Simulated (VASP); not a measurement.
A run of VASP 6.6.1 is set up as follows.

File INCAR:

```
ALGO = Normal
EDIFF = 1E-6
ENCUT = 520
GGA = PE
ISIF = 2
ISMEAR = 0
LASPH = T
LCHARG = F
LREAL = F
LWAVE = F
NBANDS = 36
NELM = 100
PREC = Accurate
SIGMA = 0.1
```

File KPOINTS:

```
k-points
0
Gamma
  6 6 2
```

File POSCAR:

```
SiC
1.0
    3.0766210100      0.0000000000      0.0000000000
   -1.5383105100      2.6644319500      0.0000000000
    0.0000000000      0.0000000000     15.0980843200
Si C
6 6
Direct
    0.3333333300      0.6666666700      0.8329861500
    0.6666666700      0.3333333300      0.3329861500
    0.6666666700      0.3333333300      0.6665006000
    0.3333333300      0.6666666700      0.1665006000
    0.0000000000      0.0000000000      0.4997294200
    0.0000000000      0.0000000000      0.9997294200
    0.0000000000      0.0000000000      0.8743664100
    0.0000000000      0.0000000000      0.3743664100
    0.3333333300      0.6666666700      0.7079967800
    0.6666666700      0.3333333300      0.2079967800
    0.6666666700      0.3333333300      0.5415216400
    0.3333333300      0.6666666700      0.0415216400
```

Potentials or basis: VASP PAW PBE potentials, release 64 (Si, C).

Command:

```bash
$ cat potpaw_PBE.64/Si/POTCAR potpaw_PBE.64/C/POTCAR > POTCAR
$ mpirun -np 1 vasp_std > vasp.out
```

(1) Predict the largest force.

(2) What does it give for the pressure?

(3) Predict the band gap on the k mesh.

## Answers

(1) 0.007 eV/Å.

(2) 3.9 GPa.

(3) 2.02 eV, indirect (least direct gap 3.12 eV).
